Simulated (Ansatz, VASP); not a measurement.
## Two plane-wave programs on AlCu

```xyz
2
Lattice="2.9975 0.0000 0.0000 0.0000 2.9975 0.0000 0.0000 0.0000 2.9226" Properties=species:S:1:pos:R:3 pbc="T T T"
Al    0.0000    0.0000    0.0000
Cu    1.4988    1.4988    1.4613
```

Change from the starting cell: strain +0.000 along x and y, -0.025 along z, atoms carried along.

Alike in both runs: task single point; functional r2SCAN; k mesh 16 × 16 × 16; occupations gaussian, width 0.15 eV; no spin polarisation.

```csv
,VASP,Ansatz
version,VASP 6.6.1,Ansatz 0.2.0
potentials or method,"VASP PAW PBE potentials, release 64 (Al, Cu), cutoff 520 eV","scalar-relativistic, plane waves, PAW"
valence electrons in the cell,14,22
```

Ansatz gave:

```
gap on the k mesh at the Fermi level (eV)                     : none
pressure (GPa)                                                : -1.9
traceless stress, the component that is largest in VASP (GPa) : 0.27
```

Q: Estimate VASP's values.

A: gap on the k mesh at the Fermi level (eV): none; pressure (GPa): -1.9; traceless stress, the component that is largest in VASP (GPa): 0.32.

VASP's potentials were made for PBE, not for r2SCAN. A gap of «none» marks a metal or a gap that the smearing closes. VASP's potentials hold 14 valence electrons a cell and Ansatz's 22, so a difference there can come from the potentials and not from the codes.
